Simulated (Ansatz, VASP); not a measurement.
# LaHg2 in VASP and in Ansatz

```
La Hg
1.0
     4.95800    0.00000    0.00000
    -2.47900    4.29375    0.00000
     0.00000    0.00000    3.67640
La Hg
1 2
Direct
  0.00000 0.00000 0.00000
  0.33333 0.66667 0.50000
  0.66667 0.33333 0.50000
```

Change from the starting cell: zz strain of +1 %.

Alike in both runs: task single point; functional LDA; k mesh 8 × 8 × 9; occupations fermi-dirac, width 0.08 eV; no spin polarisation.

```csv
,VASP,Ansatz
version,VASP 6.6.1,Ansatz 0.2.0
potentials or method,"VASP PAW LDA potentials, release 64 (La, Hg), cutoff 520 eV","all-electron LAPW, scalar-relativistic"
```

|  | VASP | Ansatz | Ansatz less VASP |
| --- | --- | --- | --- |
| pressure (GPa) | -3.0 | -3.4 | -0.40 |
| traceless stress, the component that is largest in VASP (GPa) | -0.91 | -0.64 | +0.269 |

LDA's correlation is that of Perdew and Zunger in VASP and of Perdew and Wang (1992) in Ansatz. Ansatz ran all-electron here, and VASP with PAW potentials.

Neither program's run includes spin-orbit coupling.
